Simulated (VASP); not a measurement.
# MgZn4Te (F-43m) in VASP: notebook

Runs on MgZn4Te. Level: PBE. Tasks: single point.

Program: VASP 6.6.1. These are calculated values, not measurements. Logs are shortened: lines on timing, memory, paths and dates and some standing lists are left out, and cuts for length are marked.

**1. The cell of the first run**

The structure is cubic, space group F-43m (No. 216). The conventional cell has a = 7.619 Å, b = 7.619 Å, c = 7.619 Å, α = 90.00°, β = 90.00°, γ = 90.00°. Within 4.2 Å of Mg (site symmetry -43m) lie 12 Zn at 3.16 Å and 4 Te at 3.30 Å. Zn (site symmetry 3m) has 6 Zn at 2.66 to 2.73 Å and 3 Te at 3.15 Å and 3 Mg at 3.16 Å within 3.5 Å. Te (site symmetry -43m) has 12 Zn at 3.15 Å and 4 Mg at 3.30 Å within 4.2 Å.

**2. Single point, PBE**

Input file INCAR:

```
ALGO = Fast
EDIFF = 1E-7
ENCUT = 520
GGA = PE
ISIF = 2
ISMEAR = 0
LASPH = True
LCHARG = True
LELF = True
LREAL = False
LVHAR = True
LWAVE = False
NBANDS = 37
NELM = 60
PREC = Accurate
SIGMA = 0.1
```

Input file KPOINTS:

```
k-points
0
Gamma
  4 4 4
```

Input file POSCAR:

```
MgZn4Te
1.0
    0.0000000000      3.8096330100      3.8096330100
    3.8096330100      0.0000000000      3.8096330100
    3.8096330100      3.8096330100      0.0000000000
Mg Zn Te
1 4 1
Direct
    0.0000000000      0.0000000000      0.0000000000
    0.1303413500      0.6232195500      0.6232195500
    0.6232195500      0.1303413500      0.6232195500
    0.6232195500      0.6232195500      0.6232195500
    0.6232195500      0.6232195500      0.1303413500
    0.2500000000      0.2500000000      0.2500000000
```

Potentials or basis: VASP PAW PBE potentials, release 64 (Mg, Zn, Te).

On the command line:

```console
$ cat potpaw_PBE.64/Mg/POTCAR potpaw_PBE.64/Zn/POTCAR potpaw_PBE.64/Te/POTCAR > POTCAR
$ mpirun -np 1 vasp_std > vasp.out
```

OUTCAR:

```text
EDIFF = 1E-7
   ENCUT = 520
   GGA = PE
   ISIF = 2
   ISMEAR = 0
   LASPH = True
   LREAL = False
   NELM = 60
   PREC = Accurate

 ion  position               nearest neighbor table
   1  0.000  0.000  0.000-   2 3.16   3 3.16   5 3.16   4 3.16   4 3.16   4 3.16   2 3.16   3 3.16
                             5 3.16   2 3.16   3 3.16   5 3.16   6 3.30   6 3.30   6 3.30   6 3.30
   2  0.130  0.623  0.623-   3 2.66   4 2.66   5 2.66   3 2.73   5 2.73   4 2.73   6 3.15   6 3.15
                             6 3.15   1 3.16   1 3.16   1 3.16
   3  0.623  0.130  0.623-   2 2.66   4 2.66   5 2.66   2 2.73   5 2.73   4 2.73   6 3.15   6 3.15
                             6 3.15   1 3.16   1 3.16   1 3.16
   4  0.623  0.623  0.623-   2 2.66   3 2.66   5 2.66   2 2.73   3 2.73   5 2.73   6 3.15   6 3.15
                             6 3.15   1 3.16   1 3.16   1 3.16
   5  0.623  0.623  0.130-   2 2.66   3 2.66   4 2.66   3 2.73   2 2.73   4 2.73   6 3.15   6 3.15
                             6 3.15   1 3.16   1 3.16   1 3.16
   6  0.250  0.250  0.250-   2 3.15   3 3.15   2 3.15   5 3.15   3 3.15   5 3.15   4 3.15   4 3.15
                             4 3.15   3 3.15   2 3.15   5 3.15   1 3.30   1 3.30   1 3.30   1 3.30

  LATTYP: Found a face centered cubic cell.
 ALAT       =     7.6192660200

  Lattice vectors:

 A1 = (   0.0000000000,   3.8096330100,   3.8096330100)
 A2 = (   3.8096330100,   0.0000000000,   3.8096330100)
 A3 = (   3.8096330100,   3.8096330100,   0.0000000000)

Analysis of symmetry for initial positions (statically):
=====================================================================
 Subroutine PRICEL returns:
 Original cell was already a primitive cell.

 Routine SETGRP: Setting up the symmetry group for a
 face centered cubic supercell.

 Subroutine GETGRP returns: Found 24 space group operations
 (whereof 24 operations were pure point group operations)
 out of a pool of 48 trial point group operations.

The static configuration has the point symmetry T_d .

Analysis of symmetry for dynamics (positions and initial velocities):
=====================================================================
 Subroutine PRICEL returns:
 Original cell was already a primitive cell.

 Routine SETGRP: Setting up the symmetry group for a
 face centered cubic supercell.

 Subroutine GETGRP returns: Found 24 space group operations
 (whereof 24 operations were pure point group operations)
 out of a pool of 48 trial point group operations.

The dynamic configuration has the point symmetry T_d .

 Subroutine INISYM returns: Found 24 space group operations
 (whereof 24 operations are pure point group operations),
 and found     1 'primitive' translations

----------------------------------------------------------------------------------------

                                     Primitive cell

  volume of cell :     110.5807

  direct lattice vectors                    reciprocal lattice vectors
     0.000000000  3.809633010  3.809633010    -0.131246238  0.131246238  0.131246238
     3.809633010  0.000000000  3.809633010     0.131246238 -0.131246238  0.131246238
     3.809633010  3.809633010  0.000000000     0.131246238  0.131246238 -0.131246238

  length of vectors
     5.387634670  5.387634670  5.387634670     0.227325152  0.227325152  0.227325152

  position of ions in fractional coordinates (direct lattice)
     0.000000000  0.000000000  0.000000000
     0.130341350  0.623219550  0.623219550
     0.623219550  0.130341350  0.623219550
     0.623219550  0.623219550  0.623219550
     0.623219550  0.623219550  0.130341350
     0.250000000  0.250000000  0.250000000

  ion indices of the primitive-cell ions
   primitive index   ion index
                 1           1
                 2           2
                 3           3
                 4           4
                 5           5
                 6           6

----------------------------------------------------------------------------------------

 KPOINTS: k-points

Automatic generation of k-mesh.
 Grid dimensions read from file:
 generate k-points for:    4    4    4

 Generating k-lattice:

  Cartesian coordinates                     Fractional coordinates (reciprocal lattice)
    -0.032811559  0.032811559  0.032811559     0.250000000  0.000000000  0.000000000
     0.032811559 -0.032811559  0.032811559     0.000000000  0.250000000  0.000000000
     0.032811559  0.032811559 -0.032811559     0.000000000  0.000000000  0.250000000

  Length of vectors
     0.056831288  0.056831288  0.056831288

  Shift w.r.t. Gamma in fractional coordinates (k-lattice)
     0.000000000  0.000000000  0.000000000

 Subroutine IBZKPT returns following result:
 ===========================================

 Found      8 irreducible k-points:

 Following reciprocal coordinates:
            Coordinates               Weight
  0.000000  0.000000  0.000000      1.000000
  0.250000  0.000000  0.000000      8.000000
  0.500000  0.000000  0.000000      4.000000
  0.250000  0.250000  0.000000      6.000000
  0.500000  0.250000  0.000000     24.000000
 -0.250000  0.250000  0.000000     12.000000
  0.500000  0.500000  0.000000      3.000000
 -0.250000  0.500000  0.250000      6.000000
   k-points           NKPTS =      8   k-points in BZ     NKDIM =      8   number of bands    NBANDS=     37
   number of dos      NEDOS =    301   number of ions     NIONS =      6
   total plane-waves  NPLWV =  64000
   dimension x,y,z NGX =    40 NGY =   40 NGZ =   40
   dimension x,y,z NGXF=    80 NGYF=   80 NGZF=   80
   ions per type =               1   4   1
   NGX,Y,Z   is equivalent  to a cutoff of  12.34, 12.34, 12.34 a.u.
   NGXF,Y,Z  is equivalent  to a cutoff of  24.69, 24.69, 24.69 a.u.
 SYSTEM =  unknown system
   PREC   = accura    normal or accurate (medium, high low for compatibility)
   ISTART =      0    job   : 0-new  1-cont  2-samecut
   ICHARG =      2    charge: 1-file 2-atom 10-const
   ISPIN  =      1    spin polarized calculation?
   LNONCOLLINEAR =      F non collinear calculations
   LSORBIT =      F    spin-orbit coupling
   LASPH  =      T    aspherical Exc in radial PAW
   ENCUT  =  520.0 eV  38.22 Ry    6.18 a.u.  10.02 10.02 10.02*2*pi/ulx,y,z
   NELM   =     60;   NELMIN=  2; NELMDL= -5     # of ELM steps
   EDIFF  = 0.1E-06   stopping-criterion for ELM
   LREAL  =      F    real-space projection
   EDIFFG = 0.1E-05   stopping-criterion for IOM
   NSW    =      0    number of steps for IOM
   IBRION =     -1    ionic relax: 0-MD 1-quasi-New 2-CG
   NFREE  =      0    steps in history (QN), initial steepest desc. (CG)
   ISIF   =      2    stress and relaxation
   ISYM   =      2    0-nonsym 1-usesym 2-fastsym
   POTIM  = 0.5000    time-step for ionic-motion
   TEBEG  =    0.0;   TEEND  =   0.0 temperature during run
   PSTRESS=    0.0 pullay stress
   NELECT =      56.0000    total number of electrons
   NUPDOWN=      -1.0000    fix difference up-down
   EMIN   =  10.00;   EMAX   =-10.00  energy-range for DOS
   EFERMI =   0.00;   METHOD = LEGACY
   ISMEAR =     0;   SIGMA  =   0.10  broadening in eV -4-tet -1-fermi 0-gaus
   EFERMI_NEDOS =   21; number of points for ismear=-14 and -15
   IALGO  =     68    algorithm
   IMIX   =      4    mixing-type and parameters
     AMIX     =   0.40;   BMIX     =  1.00
     AMIX_MAG =   1.60;   BMIX_MAG =  1.00
  volume/ion in A,a.u.               =      18.43       124.37
  Fermi-wavevector in a.u.,A,eV,Ry     =   1.304901  2.465906 23.167561  1.702768
  Thomas-Fermi vector in A             =   2.435806
   LORBIT       =      0    0 simple, 1 ext, 2 COOP (PROOUT), +10 PAW based schemes
   GGA     = PE    functional components
   LHFCALC =     F    Hartree Fock is set to
   AEXX    =    0.0000 exact exchange contribution
   IVDW    =     0    specifies the selected vdW correction
   LEPSILON=     F    determine dielectric tensor
   LRPA    =     F    only Hartree local field effects (RPA)
 non-spin polarized calculation
 RMM-DIIS sequential band-by-band and
 Gauss-broadening in eV      SIGMA  =   0.10
  energy-cutoff  :      520.00
  volume of cell :      110.58
 maximum number of plane-waves:      2996
   NGX = 21   NGY = 21   NGZ = 21

 number of electron      56.0000015 magnetization

 Free energy of the ion-electron system (eV)
  ---------------------------------------------------
  ext. energy  EPLUGINS =         0.00000000
  ---------------------------------------------------
  free energy    TOTEN  =        -8.75469976 eV

  energy without entropy =       -8.74306016  energy(sigma->0) =       -8.74887996

 E-fermi :   4.6960     XC(G=0): -10.6333

 val. band max:        4.3872421967   @ k =  -0.2500   0.5000   0.2500
 cond. band min:       4.7831518996   @ k =  -0.2500   0.2500   0.0000
 fundamental gap:      0.3959097030
 Fermi energy:         4.6960296884

 k-point     1 :       0.0000    0.0000    0.0000
  band No.  band energies     occupation
      1      -8.0617      2.00000
      2      -4.1547      2.00000
      3      -3.5090      2.00000
      4      -3.5090      2.00000
      5      -3.5090      2.00000
      6      -3.3091      2.00000
[... 29 lines left out ...]
     36      12.8974      0.00000
     37      12.8974      0.00000

 k-point     2 :       0.2500    0.0000    0.0000
  band No.  band energies     occupation
      1      -7.8524      2.00000
      2      -4.0950      2.00000
      3      -3.4868      2.00000
      4      -3.4309      2.00000
      5      -3.4309      2.00000
      6      -3.3122      2.00000
[... 29 lines left out ...]
     36      10.3179      0.00000
     37      11.0331      0.00000
[... 198 lines left out ...]
     36      10.3490      0.00000
     37      10.5184      0.00000

 k-point     8 :      -0.2500    0.5000    0.2500
  band No.  band energies     occupation
      1      -7.4733      2.00000
      2      -3.5894      2.00000
      3      -3.4420      2.00000
      4      -3.2932      2.00000
      5      -3.2876      2.00000
      6      -3.1681      2.00000
[... 29 lines left out ...]
     36       9.7799      0.00000
     37      10.5746      0.00000

------------------------ aborting loop because EDIFF is reached ----------------------------------------

  FORCE on cell =-STRESS in cart. coord.  units (eV):
  Direction    XX          YY          ZZ          XY          YZ          ZX
  --------------------------------------------------------------------------------------
  -------------------------------------------------------------------------------------
  Total        1.3101204      1.3101204      1.3101204      0.0000000      0.0000000      0.0000000
  in kB       18.9820176     18.9820176     18.9820176      0.0000000      0.0000000      0.0000000
  external PRESSURE =      18.9820176 kB  Pullay stress =       0.0000000 kB

 VOLUME and BASIS-vectors are now :
 -----------------------------------------------------------------------------
  energy-cutoff  :      520.00
  volume of cell :      110.58
      direct lattice vectors                 reciprocal lattice vectors
     0.000000000  3.809633010  3.809633010    -0.131246238  0.131246238  0.131246238
     3.809633010  0.000000000  3.809633010     0.131246238 -0.131246238  0.131246238
     3.809633010  3.809633010  0.000000000     0.131246238  0.131246238 -0.131246238

 POSITION                                       TOTAL-FORCE (eV/Angst)
 -----------------------------------------------------------------------------------
      0.00000      0.00000      0.00000        -0.000000     -0.000000     -0.000000
      4.74848      2.87079      2.87079         0.247023     -0.247023     -0.247023
      2.87079      4.74848      2.87079        -0.247023      0.247023     -0.247023
      4.74848      4.74848      4.74848         0.247023      0.247023      0.247023
      2.87079      2.87079      4.74848        -0.247023     -0.247023      0.247023
      1.90482      1.90482      1.90482        -0.000000     -0.000000     -0.000000
 -----------------------------------------------------------------------------------
    total drift:                               -0.000002     -0.000002     -0.000004

  FREE ENERGIE OF THE ION-ELECTRON SYSTEM (eV)
  ---------------------------------------------------
  free  energy   TOTEN  =        -8.7546997579 eV

  energy  without entropy=       -8.7430601596  energy(sigma->0) =       -8.74887996
```

Run time: 74 s. Hardware: 1 thread of Intel Xeon Platinum 8375C at 2.90GHz (Ice Lake), shared host; peak memory 0.25 GiB.

What came out:

```yaml
Free_energy: -8.7547 eV
Pressure: 1.9 GPa
Largest_force: 0.428 eV/Å
Band_gap_on_the_k_mesh: zero (band 28 reaches 5.78 eV, above the bottom of band 29 at 3.56 eV)
```

Forces in eV/Å, atoms in the order of the input:
```
Mg   0.000  0.000  0.000
Zn   0.247 -0.247 -0.247
Zn  -0.247  0.247 -0.247
Zn   0.247  0.247  0.247
Zn  -0.247 -0.247  0.247
Te   0.000  0.000  0.000
```

Caveat: spin-orbit coupling is left out, which moves the levels of the heavy elements.

**3. Single point, PBE**

This run uses another cell than the first one, of 18.96 Å³/atom, 1.029 times its volume.

Input file INCAR:

```
SYSTEM = MgZn4Te
PREC = Accurate
ENCUT = 520
EDIFF = 1E-7
ISMEAR = 0
SIGMA = 0.1
LREAL = .FALSE.
LASPH = .TRUE.
NELM = 60
ALGO = Fast
ISIF = 2
LWAVE = .FALSE.
LCHARG = .TRUE.
GGA = PE
LELF = .TRUE.
LVHAR = .TRUE.
NBANDS = 37
```

Input file KPOINTS:

```
Automatic mesh
0
G
  8 8 8
  0 0 0
```

Input file POSCAR:

```
MgZn4Te
1.0
    0.0000000000      3.8457183635      3.8457183635
    3.8457183635      0.0000000000      3.8457183635
    3.8457183635      3.8457183635      0.0000000000
Mg Zn Te
1 4 1
Direct
    0.0000000000      0.0000000000      0.0000000000
    0.1212587953      0.6262470682      0.6262470682
    0.6262470682      0.1212587953      0.6262470682
    0.6262470682      0.6262470682      0.6262470682
    0.6262470682      0.6262470682      0.1212587953
    0.2500000000      0.2500000000      0.2500000000
```

Potentials or basis: VASP PAW PBE potentials, release 64 (Mg, Zn, Te).

On the command line:

```console
$ cat potpaw_PBE.64/Mg/POTCAR potpaw_PBE.64/Zn/POTCAR potpaw_PBE.64/Te/POTCAR > POTCAR
$ mpirun -np 1 vasp_std > vasp.out
```

It took 3.6 min on 1 thread of Intel Xeon Platinum 8375C at 2.90GHz (Ice Lake), shared host; peak memory 0.31 GiB.

Results (log left out):

```yaml
Free_energy: -8.6366 eV
Pressure: 0.2 GPa
Band_gap_on_the_k_mesh: zero (band 28 reaches 5.45 eV, above the bottom of band 29 at 3.42 eV)
```

Forces in eV/Å, atoms in the order of the input:
```
Mg   0.000  0.000  0.000
Zn  -0.001  0.001  0.001
Zn   0.001 -0.001  0.001
Zn  -0.001 -0.001 -0.001
Zn   0.001  0.001 -0.001
Te   0.000  0.000  0.000
```

Levels at points of the mesh, in eV from the Fermi level:
| k point | band 26 | band 27 | band 28 | band 29 | band 30 | band 31 |
| --- | --- | --- | --- | --- | --- | --- |
| (0.00, 0.00, 0.00) | -2.14 | -1.01 | -1.01 | -1.01 | 0.72 | 0.72 |
| (0.50, 0.00, 0.00) | -2.57 | -1.86 | -1.86 | 0.57 | 2.00 | 2.00 |
| (0.50, 0.50, 0.00) | -3.38 | 1.02 | 1.02 | 1.04 | 1.22 | 3.49 |

Caveat: spin-orbit coupling is left out, which moves the levels of the heavy elements.
